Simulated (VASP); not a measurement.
CdF2: single point with PBE

Crystal: CdF2.

```xyz
6
Lattice="5.2058 0.0000 0.0000 0.0000 5.2058 0.0000 0.0000 0.0000 3.5359" Properties=species:S:1:pos:R:3 pbc="T T T"
Cd    0.0000    0.0000    0.0000
Cd    2.6029    2.6029    1.7680
F     1.5986    1.5986    0.0000
F     1.0042    4.2015    1.7680
F     3.6071    3.6071    0.0000
F     4.2015    1.0042    1.7680
```

The cell was generated, and may not be a known phase.

```yaml
Program: VASP 6.6.1
Task: single point
Functional: PBE
Potentials_or_basis: VASP PAW PBE potentials, release 64 (Cd, F)
Cutoff: 520 eV
k_mesh: 3 × 3 × 4
Occupations: gaussian, width 0.15 eV
Spin: no spin polarisation
Dipole_correction: no
Further_INCAR_settings: ALGO = Normal; EDIFF = 1e-06; NBANDS = 35
```

The pressure is 1.0 GPa and the largest force is 0.041 eV/Å. The band gap on the k mesh is 2.91 eV.

Forces on the atoms (eV/Å):
```
Cd   0.000  0.000  0.000
Cd   0.000  0.000  0.000
F   -0.029 -0.029  0.000
F    0.029 -0.029  0.000
F    0.029  0.029  0.000
F   -0.029  0.029  0.000
```

Stress tensor (GPa, compression positive):
```
0.70 0.00 0.00
0.00 0.70 0.00
0.00 0.00 1.47
```

Levels at points of the mesh, in eV from the valence-band top:
```csv
k point,band 22,band 23,band 24,band 25,band 26,band 27,band 28,band 29,band 30,band 31
"(0.00, 0.00, 0.00)",-0.93,-0.66,-0.20,-0.20,0.00,2.91,8.02,8.89,8.89,12.09
"(0.00, 0.00, 0.50)",-1.09,-1.07,-1.07,-0.88,-0.88,6.99,6.99,10.77,10.77,11.71
```

Wall time 47 s on 1 thread of Oxide Virtual Turin-like Processor, on a shared host, peak memory 0.16 GiB.

Caveat: the k points lie up to 0.44 Å⁻¹ apart.
